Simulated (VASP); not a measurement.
# SiO2 (P4_32_12) in VASP: a series of runs

Aim: see how the results for SiO2 move with the level of theory and the settings. Levels: PBE, RPBE, r2SCAN+D3(BJ), BLYP+D3(BJ). Tasks: single point.

All numbers are computed with VASP 6.6.1; they aren't measurements. Logs are shortened: lines on timing, memory, paths and dates and some standing lists are left out, and cuts for length are marked.

### Step 1. The cell of the first run

It takes space group P4_32_12 (No. 96, tetragonal). The conventional cell has a = 4.976 Å, b = 4.976 Å, c = 6.901 Å, α = 90.00°, β = 90.00°, γ = 90.00°. Si (site symmetry 2) has 4 O at 1.61 Å within 2.1 Å. Within 2.1 Å of O (site symmetry 1) lie 2 Si at 1.61 Å.

### Step 2. Single point, PBE

The input, INCAR:

```
  PREC = Accurate
  ENCUT = 520
  EDIFF = 1E-6
  ISMEAR = -1
  SIGMA = 0.05
  LREAL = False
  LASPH = True
  NELM = 60
  ALGO = Normal
  ISIF = 2
  LWAVE = False
  LCHARG = False
  GGA = PE
  NBANDS = 44
```

The input, KPOINTS:

```
regular mesh
0
Gamma
  4 4 3
```

The input, POSCAR:

```
SiO2
1.0
    4.9755888200      0.0000000000      0.0000000000
    0.0000000000      4.9755888200      0.0000000000
    0.0000000000      0.0000000000      6.9008894400
Si O
4 8
Direct
    0.8032465600      0.8032465600      0.5000000000
    0.6967534400      0.3032465600      0.2500000000
    0.3032465600      0.6967534400      0.7500000000
    0.1967534400      0.1967534400      0.0000000000
    0.7617576300      0.1103870700      0.4320415600
    0.8896129300      0.2382423700      0.0679584400
    0.1103870700      0.7617576300      0.5679584400
    0.2617576300      0.3896129300      0.8179584400
    0.2382423700      0.8896129300      0.9320415600
    0.7382423700      0.6103870700      0.3179584400
    0.3896129300      0.2617576300      0.1820415600
    0.6103870700      0.7382423700      0.6820415600
```

Potentials or basis: VASP PAW PBE potentials, release 64 (Si, O).

On the command line:

```bash
cat potpaw_PBE.64/Si/POTCAR potpaw_PBE.64/O/POTCAR > POTCAR
mpirun -np 1 vasp_std > vasp.out
```

OUTCAR:

```text
PREC = Accurate
   ENCUT = 520
   EDIFF = 1E-6
   ISMEAR = -1
   LREAL = False
   LASPH = True
   NELM = 60
   ISIF = 2
   GGA = PE

 ion  position               nearest neighbor table
   1  0.803  0.803  0.500-   5 1.61   7 1.61  10 1.61  12 1.61   2 3.07   3 3.07   2 3.07   3 3.07

   2  0.697  0.303  0.250-  10 1.61  11 1.61   5 1.61   6 1.61   1 3.07   4 3.07   1 3.07   4 3.07

   3  0.303  0.697  0.750-   8 1.61  12 1.61   9 1.61   7 1.61   1 3.07   4 3.07   4 3.07   1 3.07

   4  0.197  0.197  0.000-   6 1.61   9 1.61   8 1.61  11 1.61   2 3.07   3 3.07   3 3.07   2 3.07

   5  0.762  0.110  0.432-   1 1.61   2 1.61
   6  0.890  0.238  0.068-   4 1.61   2 1.61
   7  0.110  0.762  0.568-   1 1.61   3 1.61
   8  0.262  0.390  0.818-   3 1.61   4 1.61
   9  0.238  0.890  0.932-   4 1.61   3 1.61
  10  0.738  0.610  0.318-   2 1.61   1 1.61
  11  0.390  0.262  0.182-   2 1.61   4 1.61
  12  0.610  0.738  0.682-   3 1.61   1 1.61

  LATTYP: Found a simple tetragonal cell.
 ALAT       =     4.9755888200
 C/A-ratio  =     1.3869493018

  Lattice vectors:

 A1 = (   4.9755888200,   0.0000000000,   0.0000000000)
 A2 = (   0.0000000000,   4.9755888200,   0.0000000000)
 A3 = (   0.0000000000,   0.0000000000,   6.9008894400)

Analysis of symmetry for initial positions (statically):
=====================================================================
 Subroutine PRICEL returns:
 Original cell was already a primitive cell.

 Routine SETGRP: Setting up the symmetry group for a
 simple tetragonal supercell.

 Subroutine GETGRP returns: Found  8 space group operations
 (whereof  2 operations were pure point group operations)
 out of a pool of 16 trial point group operations.

The static configuration has the point symmetry C_2 .
 The point group associated with its full space group is D_4 .

Analysis of symmetry for dynamics (positions and initial velocities):
=====================================================================
 Subroutine PRICEL returns:
 Original cell was already a primitive cell.

 Routine SETGRP: Setting up the symmetry group for a
 simple tetragonal supercell.

 Subroutine GETGRP returns: Found  8 space group operations
 (whereof  2 operations were pure point group operations)
 out of a pool of 16 trial point group operations.

The dynamic configuration has the point symmetry C_2 .
 The point group associated with its full space group is D_4 .

 Subroutine INISYM returns: Found  8 space group operations
 (whereof  2 operations are pure point group operations),
 and found     1 'primitive' translations

----------------------------------------------------------------------------------------

                                     Primitive cell

  volume of cell :     170.8418

  direct lattice vectors                    reciprocal lattice vectors
     4.975588820  0.000000000  0.000000000     0.200981238  0.000000000  0.000000000
     0.000000000  4.975588820  0.000000000     0.000000000  0.200981238  0.000000000
     0.000000000  0.000000000  6.900889440     0.000000000  0.000000000  0.144908857

  length of vectors
     4.975588820  4.975588820  6.900889440     0.200981238  0.200981238  0.144908857

  position of ions in fractional coordinates (direct lattice)
     0.803246560  0.803246560  0.500000000
     0.696753440  0.303246560  0.250000000
     0.303246560  0.696753440  0.750000000
     0.196753440  0.196753440  0.000000000
     0.761757630  0.110387070  0.432041560
     0.889612930  0.238242370  0.067958440
     0.110387070  0.761757630  0.567958440
     0.261757630  0.389612930  0.817958440
     0.238242370  0.889612930  0.932041560
     0.738242370  0.610387070  0.317958440
     0.389612930  0.261757630  0.182041560
     0.610387070  0.738242370  0.682041560

  ion indices of the primitive-cell ions
   primitive index   ion index
                 1           1
                 2           2
                 3           3
                 4           4
                 5           5
                 6           6
                 7           7
                 8           8
                 9           9
                10          10
                11          11
                12          12

----------------------------------------------------------------------------------------

 KPOINTS: regular mesh

Automatic generation of k-mesh.
 Grid dimensions read from file:
 generate k-points for:    4    4    3

 Generating k-lattice:

  Cartesian coordinates                     Fractional coordinates (reciprocal lattice)
     0.050245309  0.000000000  0.000000000     0.250000000  0.000000000  0.000000000
     0.000000000  0.050245309  0.000000000     0.000000000  0.250000000  0.000000000
     0.000000000  0.000000000  0.048302952     0.000000000  0.000000000  0.333333333

  Length of vectors
     0.050245309  0.050245309  0.048302952

  Shift w.r.t. Gamma in fractional coordinates (k-lattice)
     0.000000000  0.000000000  0.000000000

 Subroutine IBZKPT returns following result:
 ===========================================

 Found     12 irreducible k-points:

 Following reciprocal coordinates:
            Coordinates               Weight
  0.000000  0.000000  0.000000      1.000000
  0.250000  0.000000  0.000000      4.000000
  0.500000  0.000000  0.000000      2.000000
  0.250000  0.250000  0.000000      4.000000
  0.500000  0.250000  0.000000      4.000000
  0.500000  0.500000  0.000000      1.000000
  0.000000  0.000000  0.333333      2.000000
  0.250000  0.000000  0.333333      8.000000
  0.500000  0.000000  0.333333      4.000000
  0.250000  0.250000  0.333333      8.000000
  0.500000  0.250000  0.333333      8.000000
  0.500000  0.500000  0.333333      2.000000
   k-points           NKPTS =     12   k-points in BZ     NKDIM =     12   number of bands    NBANDS=     44
   number of dos      NEDOS =    301   number of ions     NIONS =     12
   total plane-waves  NPLWV =  86400
   dimension x,y,z NGX =    40 NGY =   40 NGZ =   54
   dimension x,y,z NGXF=    80 NGYF=   80 NGZF=  108
   ions per type =               4   8
   NGX,Y,Z   is equivalent  to a cutoff of  13.36, 13.36, 13.01 a.u.
   NGXF,Y,Z  is equivalent  to a cutoff of  26.73, 26.73, 26.02 a.u.
 SYSTEM =  unknown system
   PREC   = accura    normal or accurate (medium, high low for compatibility)
   ISTART =      0    job   : 0-new  1-cont  2-samecut
   ICHARG =      2    charge: 1-file 2-atom 10-const
   ISPIN  =      1    spin polarized calculation?
   LNONCOLLINEAR =      F non collinear calculations
   LSORBIT =      F    spin-orbit coupling
   LASPH  =      T    aspherical Exc in radial PAW
   ENCUT  =  520.0 eV  38.22 Ry    6.18 a.u.   9.25  9.25 12.83*2*pi/ulx,y,z
   NELM   =     60;   NELMIN=  2; NELMDL= -5     # of ELM steps
   EDIFF  = 0.1E-05   stopping-criterion for ELM
   LREAL  =      F    real-space projection
   EDIFFG = 0.1E-04   stopping-criterion for IOM
   NSW    =      0    number of steps for IOM
   IBRION =     -1    ionic relax: 0-MD 1-quasi-New 2-CG
   NFREE  =      0    steps in history (QN), initial steepest desc. (CG)
   ISIF   =      2    stress and relaxation
   ISYM   =      2    0-nonsym 1-usesym 2-fastsym
   POTIM  = 0.5000    time-step for ionic-motion
   TEBEG  =    0.0;   TEEND  =   0.0 temperature during run
   PSTRESS=    0.0 pullay stress
   NELECT =      64.0000    total number of electrons
   NUPDOWN=      -1.0000    fix difference up-down
   EMIN   =  10.00;   EMAX   =-10.00  energy-range for DOS
   EFERMI =   0.00;   METHOD = LEGACY
   ISMEAR =    -1;   SIGMA  =   0.05  broadening in eV -4-tet -1-fermi 0-gaus
   EFERMI_NEDOS =   21; number of points for ismear=-14 and -15
   IALGO  =     38    algorithm
   IMIX   =      4    mixing-type and parameters
     AMIX     =   0.40;   BMIX     =  1.00
     AMIX_MAG =   1.60;   BMIX_MAG =  1.00
  volume/ion in A,a.u.               =      14.24        96.07
  Fermi-wavevector in a.u.,A,eV,Ry     =   1.180149  2.230158 18.949534  1.392751
  Thomas-Fermi vector in A             =   2.316447
   LORBIT       =      0    0 simple, 1 ext, 2 COOP (PROOUT), +10 PAW based schemes
   GGA     = PE    functional components
   LHFCALC =     F    Hartree Fock is set to
   AEXX    =    0.0000 exact exchange contribution
   IVDW    =     0    specifies the selected vdW correction
   LEPSILON=     F    determine dielectric tensor
   LRPA    =     F    only Hartree local field effects (RPA)
 non-spin polarized calculation
  energy-cutoff  :      520.00
  volume of cell :      170.84
 maximum number of plane-waves:      4628
 NGX is ok and might be reduce to    40
   NGX = 19   NGY = 19   NGZ = 25

 number of electron      63.9999967 magnetization

 Free energy of the ion-electron system (eV)
  ---------------------------------------------------
  ext. energy  EPLUGINS =         0.00000000
  ---------------------------------------------------
  free energy    TOTEN  =       -94.83988389 eV

  energy without entropy =      -94.83988389  energy(sigma->0) =      -94.83988389

 E-fermi :   1.2740     XC(G=0):  -8.4625

 val. band max:        0.1722253103   @ k =   0.0000   0.0000   0.0000
 cond. band min:       5.9030718149   @ k =   0.0000   0.0000   0.0000
 fundamental gap:      5.7308465046
 Fermi energy:         1.2740289462

 k-point     1 :       0.0000    0.0000    0.0000
  band No.  band energies     occupation
      1     -19.2955      2.00000
      2     -18.3880      2.00000
      3     -18.3880      2.00000
      4     -17.2239      2.00000
      5     -17.1781      2.00000
      6     -17.1772      2.00000
[... 36 lines left out ...]
     43      11.6000      0.00000
     44      11.7442      0.00000

 k-point     2 :       0.2500    0.0000    0.0000
  band No.  band energies     occupation
      1     -19.1673      2.00000
      2     -18.5189      2.00000
      3     -18.2360      2.00000
      4     -17.3802      2.00000
      5     -17.2321      2.00000
      6     -17.2096      2.00000
[... 36 lines left out ...]
     43      11.5149      0.00000
     44      11.6730      0.00000

 k-point     3 :       0.5000    0.0000    0.0000
  band No.  band energies     occupation
      1     -18.8464      2.00000
      2     -18.8464      2.00000
      3     -17.8373      2.00000
      4     -17.8373      2.00000
      5     -17.2392      2.00000
      6     -17.2392      2.00000
[... 36 lines left out ...]
     43      11.3413      0.00000
     44      11.3413      0.00000

 k-point     4 :       0.2500    0.2500    0.0000
  band No.  band energies     occupation
      1     -19.0364      2.00000
      2     -18.3749      2.00000
      3     -18.3657      2.00000
      4     -17.5538      2.00000
      5     -17.2384      2.00000
      6     -17.2125      2.00000
[... 318 lines left out ...]
     43      11.2691      0.00000
     44      11.5543      0.00000

 k-point    11 :       0.5000    0.2500    0.3333
  band No.  band energies     occupation
      1     -18.7035      2.00000
      2     -18.7035      2.00000
      3     -17.9919      2.00000
      4     -17.9919      2.00000
      5     -17.2345      2.00000
      6     -17.2345      2.00000
[... 36 lines left out ...]
     43      11.4525      0.00000
     44      11.4525      0.00000

 k-point    12 :       0.5000    0.5000    0.3333
  band No.  band energies     occupation
      1     -18.3576      2.00000
      2     -18.3576      2.00000
      3     -18.3483      2.00000
      4     -18.3483      2.00000
      5     -17.2444      2.00000
      6     -17.2444      2.00000
[... 36 lines left out ...]
     43      10.8659      0.00000
     44      10.8659      0.00000

------------------------ aborting loop because EDIFF is reached ----------------------------------------

  FORCE on cell =-STRESS in cart. coord.  units (eV):
  Direction    XX          YY          ZZ          XY          YZ          ZX
  --------------------------------------------------------------------------------------
  -------------------------------------------------------------------------------------
  Total        5.1767813      5.1767813      5.3358851      0.0000000      0.0000000      0.0000000
  in kB       48.5485612     48.5485612     50.0406583      0.0000000      0.0000000      0.0000000
  external PRESSURE =      49.0459269 kB  Pullay stress =       0.0000000 kB

 VOLUME and BASIS-vectors are now :
 -----------------------------------------------------------------------------
  energy-cutoff  :      520.00
  volume of cell :      170.84
      direct lattice vectors                 reciprocal lattice vectors
     4.975588820  0.000000000  0.000000000     0.200981238  0.000000000  0.000000000
     0.000000000  4.975588820  0.000000000     0.000000000  0.200981238  0.000000000
     0.000000000  0.000000000  6.900889440     0.000000000  0.000000000  0.144908857

 POSITION                                       TOTAL-FORCE (eV/Angst)
 -----------------------------------------------------------------------------------
      3.99662      3.99662      3.45044        -0.025356     -0.025356     -0.000000
      3.46676      1.50883      1.72522         0.025356     -0.025356     -0.000000
      1.50883      3.46676      5.17567        -0.025356      0.025356     -0.000000
      0.97896      0.97896      0.00000         0.025356      0.025356     -0.000000
      3.79019      0.54924      2.98147         0.041923      0.158045      0.221096
      4.42635      1.18540      0.46897        -0.158045     -0.041923     -0.221096
      0.54924      3.79019      3.91942         0.158045      0.041923     -0.221096
      1.30240      1.93855      5.64464         0.041923     -0.158045     -0.221096
      1.18540      4.42635      6.43192        -0.041923     -0.158045      0.221096
      3.67319      3.03704      2.19420        -0.041923      0.158045     -0.221096
      1.93855      1.30240      1.25625        -0.158045      0.041923      0.221096
      3.03704      3.67319      4.70669         0.158045     -0.041923      0.221096
 -----------------------------------------------------------------------------------
    total drift:                                0.000000     -0.000000     -0.000000

  FREE ENERGIE OF THE ION-ELECTRON SYSTEM (eV)
  ---------------------------------------------------
  free  energy   TOTEN  =       -94.8398838938 eV

  energy  without entropy=      -94.8398838937  energy(sigma->0) =      -94.83988389
```

It took 57 s on 1 thread of AMD EPYC 9R45 (Zen 5), shared host; peak memory 0.25 GiB.

Results:

```
Free energy            : -94.8399 eV
Pressure               : 4.9 GPa
Largest force          : 0.275 eV/Å
Band gap on the k mesh : 5.73 eV, direct
```

Forces on the atoms (eV/Å):
```
Si  -0.025 -0.025  0.000
Si   0.025 -0.025  0.000
Si  -0.025  0.025  0.000
Si   0.025  0.025  0.000
O    0.042  0.158  0.221
O   -0.158 -0.042 -0.221
O    0.158  0.042 -0.221
O    0.042 -0.158 -0.221
O   -0.042 -0.158  0.221
O   -0.042  0.158 -0.221
O   -0.158  0.042  0.221
O    0.158 -0.042  0.221
```

Stress tensor (GPa, compression positive):
```
4.85 0.00 0.00
0.00 4.85 0.00
0.00 0.00 5.00
```

### Step 3. Single point, RPBE

This run uses another cell than the first one, of 15.80 Å³/atom, 1.110 times its volume.

The input, INCAR:

```
PREC     = Accurate       # precision mode
ENCUT    = 520            # plane-wave cutoff, eV
EDIFF    = 1E-7           # SCF threshold, eV
ISMEAR   = -1             # smearing method
SIGMA    = 0.05           # smearing width, eV
LREAL    = F              # projectors in reciprocal space
LASPH    = T              # aspherical terms in the spheres
NELM     = 80             # most SCF steps
ALGO     = Normal         # electronic algorithm
ISIF     = 2              # what is computed and relaxed
LWAVE    = F              # write WAVECAR
LCHARG   = F              # write CHGCAR
GGA      = RP             # functional
NBANDS   = 44             # bands
```

The input, KPOINTS:

```
Automatic mesh
0
Gamma
  6 6 4
```

The input, POSCAR:

```
SiO2
1.0
    5.1373929249      0.0000000000      0.0000000000
    0.0000000000      5.1373929249      0.0000000000
    0.0000000000      0.0000000000      7.1847923265
Si O
4 8
Direct
    0.7902249766      0.7902249766      0.5000000000
    0.7097750234      0.2902249766      0.2500000000
    0.2902249766      0.7097750234      0.7500000000
    0.2097750234      0.2097750234      0.0000000000
    0.7575802374      0.0864051620      0.4208776119
    0.9135948380      0.2424197626      0.0791223881
    0.0864051620      0.7575802374      0.5791223881
    0.2575802374      0.4135948380      0.8291223881
    0.2424197626      0.9135948380      0.9208776119
    0.7424197626      0.5864051620      0.3291223881
    0.4135948380      0.2575802374      0.1708776119
    0.5864051620      0.7424197626      0.6708776119
```

Potentials or basis: VASP PAW PBE potentials, release 64 (Si, O).

On the command line:

```bash
cat potpaw_PBE.64/Si/POTCAR potpaw_PBE.64/O/POTCAR > POTCAR
mpirun -np 1 vasp_std > vasp.out
```

Wall time 2.5 min (1 thread of AMD EPYC 9R45 (Zen 5), shared host); peak memory 0.35 GiB.

Results (log left out):

| Item | Value |
| --- | --- |
| Free energy | -91.3048 eV |
| Pressure | -0.3 GPa |
| Largest force | 0.032 eV/Å |
| Band gap on the k mesh | 5.56 eV, direct |

Forces on the atoms (eV/Å):
```
Si   0.016  0.016  0.000
Si  -0.016  0.016  0.000
Si   0.016 -0.016  0.000
Si  -0.016 -0.016  0.000
O   -0.003 -0.017 -0.027
O    0.017  0.003  0.027
O   -0.017 -0.003  0.027
O   -0.003  0.017  0.027
O    0.003  0.017 -0.027
O    0.003 -0.017  0.027
O    0.017 -0.003 -0.027
O   -0.017  0.003 -0.027
```

Levels at points of the mesh, in eV from the valence-band top:
```tsv
k point	band 29	band 30	band 31	band 32	band 33	band 34	band 35	band 36
(0.00, 0.00, 0.00)	-0.65	-0.22	-0.22	0.00	5.56	8.70	8.70	8.81
(0.50, 0.00, 0.00)	-0.63	-0.63	-0.43	-0.43	7.47	7.47	9.14	9.14
(0.50, 0.50, 0.00)	-0.58	-0.58	-0.56	-0.56	8.51	8.51	8.56	8.56
(0.00, 0.00, 0.50)	-0.47	-0.47	-0.39	-0.39	6.71	6.71	9.26	9.26
(0.50, 0.00, 0.50)	-0.91	-0.91	-0.15	-0.15	7.64	7.64	8.75	8.75
(0.50, 0.50, 0.50)	-0.65	-0.65	-0.65	-0.65	9.02	9.02	9.02	9.02
```

Caveat: the PAW data sets were made with another functional, which shifts forces and pressure a little. As with any semilocal functional, this RPBE gap is likely too small.

[end of part 1 of 2]
